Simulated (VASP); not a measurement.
## Ir: relaxation of cell and atoms with BLYP

Crystal: Ir.

```
Ir
1.0
     4.83734    0.00000    0.00000
     0.00000    4.83734    0.00000
     0.00000    0.00000    4.83734
Ir
8
Direct
  0.00000 0.00000 0.00000
  0.50000 0.50000 0.50000
  0.25000 0.00000 0.50000
  0.75000 0.00000 0.50000
  0.50000 0.25000 0.00000
  0.50000 0.75000 0.00000
  0.00000 0.50000 0.25000
  0.00000 0.50000 0.75000
```

```yaml
Program: VASP 6.6.1
Task: relaxation of cell and atoms
Functional: BLYP
Potentials_or_basis: VASP PAW PBE potentials, release 64 (Ir)
Cutoff: 600 eV
k_mesh: 5 × 5 × 5
Occupations: fermi-dirac, width 0.1 eV
Spin: no spin polarisation
Dipole_correction: no
Further_INCAR_settings: ALGO = Normal; EDIFF = 1e-07; IBRION = 2; EDIFFG = -0.01; NSW = 80; ISIF = 3
```

* Relaxed volume: 16.06 Å³/atom
* Relaxed cell: a = 5.045 Å, b = 5.045 Å, c = 5.045 Å, α = 90.00°, β = 90.00°, γ = 90.00°
* Space group after relaxing (to 0.1 Å): Pm-3n (No. 223)
* Pressure after relaxing: 0.0 GPa
* Band gap on the k mesh: zero (bands 36 and 37 overlap by 0.44 eV)

Final structure:
```
Ir
1.0
     5.04550    0.00000    0.00000
     0.00000    5.04550    0.00000
     0.00000    0.00000    5.04550
Ir
8
Direct
  0.00000 0.00000 0.00000
  0.50000 0.50000 0.50000
  0.25000 0.00000 0.50000
  0.75000 0.00000 0.50000
  0.50000 0.25000 0.00000
  0.50000 0.75000 0.00000
  0.00000 0.50000 0.25000
  0.00000 0.50000 0.75000
```

Levels at points of the mesh, in eV from the Fermi level:
```csv
k point,band 32,band 33,band 34,band 35,band 36,band 37,band 38,band 39,band 40,band 41
"(0.00, 0.00, 0.00)",-1.00,-1.00,-0.34,-0.34,0.31,0.31,0.31,0.78,0.78,0.78
```

Wall time 14 min on 1 thread of Intel Xeon 8259CL, with other jobs on the host, peak memory 0.27 GiB.

Caveat: the PAW data sets were made with another functional, which shifts forces and pressure a little; spin-orbit coupling is left out, which moves the levels of the heavy elements.
